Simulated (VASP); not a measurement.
The system is Si3SnSe4.

```
CELL_PARAMETERS angstrom
5.18864 0.00000 0.00000
0.00000 5.18864 0.00000
0.00000 0.00000 5.18864
ATOMIC_POSITIONS crystal
Si 0.00000 0.50000 0.50000
Si 0.50000 0.00000 0.50000
Si 0.50000 0.50000 0.00000
Sn 0.50000 0.50000 0.50000
Se 0.50000 0.00000 0.00000
Se 0.00000 0.50000 0.00000
Se 0.00000 0.00000 0.50000
Se 0.00000 0.00000 0.00000
```

The cell was built from a structure type or drawn by symmetry, and may not be a known phase.

| Item | Value |
| --- | --- |
| Program | VASP 6.6.1 |
| Task | relaxation of cell and atoms |
| Functional | PBE |
| Potentials or basis | VASP PAW PBE potentials, release 64 (Si, Sn_d, Se) |
| Cutoff | 600 eV |
| k mesh | 4 × 4 × 4 |
| Occupations | gaussian, width 0.1 eV |
| Spin | no spin polarisation |

At the start: pressure 21.7 GPa; volume 17.46 Å³/atom.

How do energy, volume and symmetry change on relaxing?

Over 3 steps the energy falls by 236.2 meV/atom and the volume is 21.60 Å³/atom (+23.7 %); space group Pm-3m (No. 221, to 0.1 Å) before and after.

The path:
```
step  energy change (eV)  largest force (eV/Å)  pressure (GPa)  volume (Å³)
   1              0.0000                0.0000           21.73       139.69
   2             -1.4854                0.0000           -5.67       193.25
   3             -1.8895                0.0000           -0.02       172.79
```

Final structure:
```xyz
8
Lattice="5.5698 0.0000 0.0000 0.0000 5.5698 0.0000 0.0000 0.0000 5.5698" Properties=species:S:1:pos:R:3 pbc="T T T"
Si    0.0000    2.7849    2.7849
Si    2.7849    0.0000    2.7849
Si    2.7849    2.7849    0.0000
Sn    2.7849    2.7849    2.7849
Se    2.7849    0.0000    0.0000
Se    0.0000    2.7849    0.0000
Se    0.0000    0.0000    2.7849
Se    0.0000    0.0000    0.0000
```

Caveat: the volume moved by over 15 % at a fixed basis, so the end points are rough.
